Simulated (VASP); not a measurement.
InP, 2 atoms in the cell. The structure is cubic, space group F-43m (No. 216). The conventional cell has a = 5.908 Å, b = 5.908 Å, c = 5.908 Å, α = 90.00°, β = 90.00°, γ = 90.00°. Within 3.4 Å of In (site symmetry -43m) lie 4 P at 2.56 Å. Within 3.4 Å of P (site symmetry -43m) lie 4 In at 2.56 Å. 

```yaml
Program: VASP 6.6.1
Task: single point
Functional: HSE06
Potentials_or_basis: VASP PAW PBE potentials, release 64 (In_d, P)
Cutoff: 520 eV
k_mesh: 6 × 6 × 6
Occupations: gaussian, width 0.01 eV
Spin: no spin polarisation
Dipole_correction: no
Grid_for_exact_exchange_PRECFOCK: Normal
Further_INCAR_settings: ALGO = Normal; EDIFF = 1e-06; NBANDS = 16
Screening_parameter: 0.2079 1/Å
```

Potentials or basis: VASP PAW PBE potentials, release 64 (In_d, P).

Launch:

```bash
$ cat potpaw_PBE.64/In_d/POTCAR potpaw_PBE.64/P/POTCAR > POTCAR
$ cp INCAR.step1 INCAR
$ mpirun -np 1 vasp_std > vasp.out
$ cp INCAR.step2 INCAR
$ mpirun -np 1 vasp_std > vasp.out
```

Hardware: 1 thread of Intel(R) Xeon(R) Platinum 8259CL CPU @ 2.50GHz (Skylake/Cascade Lake), with other jobs on the host.

Question: Estimate the wall time of this run.

Answer: Run time: 37 min on 1 thread of Intel(R) Xeon(R) Platinum 8259CL CPU @ 2.50GHz (Skylake/Cascade Lake) (shared host), peak memory 0.3 GiB. Counts: k points 16.
